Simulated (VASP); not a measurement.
Set up this calculation in VASP 6.6.1, as the native input.

```
Task                   : single point
Functional             : PBE
Potentials or basis    : VASP PAW PBE potentials, release 64 (K_sv, Pt)
Cutoff                 : 520 eV
k mesh                 : 11 × 11 × 6
Occupations            : gaussian, width 0.05 eV
Spin                   : no spin polarisation
Dipole correction      : no
Further INCAR settings : ALGO = Normal; EDIFF = 1e-07; NBANDS = 16
```

The structure of KPt lies in POSCAR:

```
KPt
1.0
    3.0008470000      0.0000000000      0.0000000000
   -1.5004240000      2.5988100000      0.0000000000
    0.0000000000      0.0000000000      5.3455780000
K Pt
1 1
Direct
    0.3333333333      0.6666666667      0.5000000000
    0.0000000000      0.0000000000      0.0000000000
```

One way to write it, as run:

INCAR

```
PREC     = Accurate       # precision mode
ENCUT    = 520            # plane-wave cutoff, eV
EDIFF    = 1E-7           # SCF threshold, eV
ISMEAR   = 0              # smearing method
SIGMA    = 0.05           # smearing width, eV
LREAL    = False          # projectors in reciprocal space
LASPH    = True           # aspherical terms in the spheres
NELM     = 80             # most SCF steps
ALGO     = Normal         # electronic algorithm
ISIF     = 2              # what is computed and relaxed
LWAVE    = False          # write WAVECAR
LCHARG   = False          # write CHGCAR
GGA      = PE             # functional
NBANDS   = 16             # bands
```

KPOINTS

```
regular mesh
0
Gamma
  11 11 6
```

Potentials or basis: VASP PAW PBE potentials, release 64 (K_sv, Pt).

Run with:

```sh
$ cat potpaw_PBE.64/K_sv/POTCAR potpaw_PBE.64/Pt/POTCAR > POTCAR
$ mpirun -np 1 vasp_std > vasp.out
```

Results of the run:

The pressure is 0.6 GPa and the band gap on the k mesh is zero (an odd number of electrons rules out a gap without spin polarisation).

Caveat: spin-orbit coupling is left out, which moves the levels of the heavy elements.

Run time: 61 s on 1 thread of Intel Xeon 8259CL (shared host), peak memory 0.19 GiB.
